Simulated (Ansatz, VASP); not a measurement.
**Two plane-wave programs on TaAl5B**

Contents of INCAR:

```
SYSTEM = TaAl5B
ALGO = Normal
EDIFF = 1E-7
EDIFFG = -0.08
ENCUT = 600
GGA = PE
IBRION = 2
ISIF = 3
ISMEAR = 0
LASPH = .True.
LCHARG = .False.
LREAL = .False.
LWAVE = .False.
NELM = 60
NSW = 36
PREC = Accurate
SIGMA = 0.2
```

KPOINTS

```
k-points
0
Gamma
  6 6 1
  0 0 0
```

Contents of POSCAR:

```
TaAl5B
1.0
    3.1000000000      0.0000000000      0.0000000000
   -1.5500000000      2.6846787500      0.0000000000
    0.0000000000      0.0000000000     25.0000000000
Ta Al B
2 10 2
Direct
    0.0000000000      0.0000000000      0.4340000000
    0.0000000000      0.0000000000      0.5660000000
    0.6666666700      0.3333333300      0.2760000000
    0.0000000000      0.0000000000      0.1970000000
    0.3333333300      0.6666666700      0.1180000000
    0.6666666700      0.3333333300      0.0390000000
    0.3333333300      0.6666666700      0.9610000000
    0.6666666700      0.3333333300      0.6450000000
    0.3333333300      0.6666666700      0.3550000000
    0.0000000000      0.0000000000      0.8030000000
    0.6666666700      0.3333333300      0.8820000000
    0.3333333300      0.6666666700      0.7240000000
    0.3333333300      0.6666666700      0.5000000000
    0.6666666700      0.3333333300      0.5000000000
```

Input for Ansatz:

```yaml
crystal:
  lattice:
    - [3.1, 0.0, 0.0]
    - [-1.55, 2.68467875, 0.0]
    - [0.0, 0.0, 25.0]
  atoms:
    - { symbol: Ta, position: [0.0, 0.0, 0.434] }
    - { symbol: Ta, position: [0.0, 0.0, 0.566] }
    - { symbol: Al, position: [0.66666667, 0.33333333, 0.276] }
    - { symbol: Al, position: [0.0, 0.0, 0.197] }
    - { symbol: Al, position: [0.33333333, 0.66666667, 0.118] }
    - { symbol: Al, position: [0.66666667, 0.33333333, 0.039] }
    - { symbol: Al, position: [0.33333333, 0.66666667, 0.961] }
    - { symbol: Al, position: [0.66666667, 0.33333333, 0.645] }
    - { symbol: Al, position: [0.33333333, 0.66666667, 0.355] }
    - { symbol: Al, position: [0.0, 0.0, 0.803] }
    - { symbol: Al, position: [0.66666667, 0.33333333, 0.882] }
    - { symbol: Al, position: [0.33333333, 0.66666667, 0.724] }
    - { symbol: B, position: [0.33333333, 0.66666667, 0.5] }
    - { symbol: B, position: [0.66666667, 0.33333333, 0.5] }
basis:
  ecutwfc: 420
kpoints:
  mp_grid: { grid: [6, 6, 1] }
hamiltonian:
  xc: pbe
scf:
  occupations: { method: gaussian, width: 0.2 }
  lower_state_search: "off"
output:
  forces: true
  stress: true
  eigenvalues: true
relax:
  adjacent_minimum: "off"
  f_tol: 0.08
  max_steps: 16
  cell: { stress_tol: 0.8 }
```

Alike in both runs: task relaxation of cell and atoms; functional PBE; k mesh 6 × 6 × 1; occupations gaussian, width 0.2 eV; no spin polarisation.

```csv
,VASP,Ansatz
version,VASP 6.6.1,Ansatz 0.2.0
potentials or method,"VASP PAW PBE potentials, release 64 (Ta_pv, Al, B), cutoff 600 eV","scalar-relativistic, plane waves, PAW"
valence electrons in the cell,58,62
```

|  | VASP | Ansatz | Ansatz less VASP |
| --- | --- | --- | --- |
| gap on the k mesh at the Fermi level, each at its own relaxed structure (eV) | none | none | - |
| relaxed volume (Å³/atom) | 15.56 | 15.52 | -0.038 |
| relaxed cell length with the largest relative difference (Å) | 2.962 | 2.959 | -0.0025 |

A gap of «none» marks a metal or a gap that the smearing closes. VASP's potentials hold 58 valence electrons a cell and Ansatz's 62, so a difference there can come from the potentials and not from the codes.

The k mesh is coarse, so the values compare programs but aren't converged. Spin-orbit coupling is off throughout. Noted on VASP's run: too few bands were computed for a metal, which touches its energy and stress.
